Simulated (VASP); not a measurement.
Write the native input for VASP 6.6.1 that does the following.

```
Task                   : single point
Functional             : LDA
Potentials or basis    : VASP PAW LDA potentials, release 64 (Se)
Cutoff                 : 520 eV
k mesh                 : 14 × 14 × 14
Occupations            : gaussian, width 0.15 eV
Spin                   : no spin polarisation
Dipole correction      : no
Further INCAR settings : ALGO = Normal; EDIFF = 1e-06; NBANDS = 13
```

The structure of Se lies in POSCAR:

```
Se
1.0
    0.0000000000      2.9412707530      3.5295249036
    2.9412707530      0.0000000000      3.5295249036
    2.9412707530      2.9412707530      0.0000000000
Se
2
Direct
    0.5000000000      0.5000000000      0.5000000000
    0.7500000000      0.7500000000      0.7500000000
```

This cell differs from its parent crystal: ratio of the length along z to the lengths across it x 1.2, volume and fractional coordinates fixed.

The input as run:

INCAR

```
SYSTEM = Se
PREC = Accurate
ENCUT = 520
EDIFF = 1E-6
ISMEAR = 0
SIGMA = 0.15
LREAL = .False.
LASPH = .True.
NELM = 80
ALGO = Normal
ISIF = 2
LWAVE = .False.
LCHARG = .True.
LELF = .True.
LVHAR = .True.
NBANDS = 13
```

KPOINTS

```
regular mesh
0
Gamma
  14 14 14
  0 0 0
```

Potentials or basis: VASP PAW LDA potentials, release 64 (Se).

The run is started by

```bash
$ cat potpaw_LDA.64/Se/POTCAR > POTCAR
$ mpirun -np 1 vasp_std > vasp.out
```

Results of the run:

The pressure is -2.8 GPa. The band gap on the k mesh is zero (band 6 reaches 2.60 eV, above the bottom of band 7 at 1.30 eV).

Wall time 3.2 min on 1 thread of AMD EPYC 7R43 64-Core Processor (Zen 3), with other jobs on the host, peak memory 0.24 GiB.
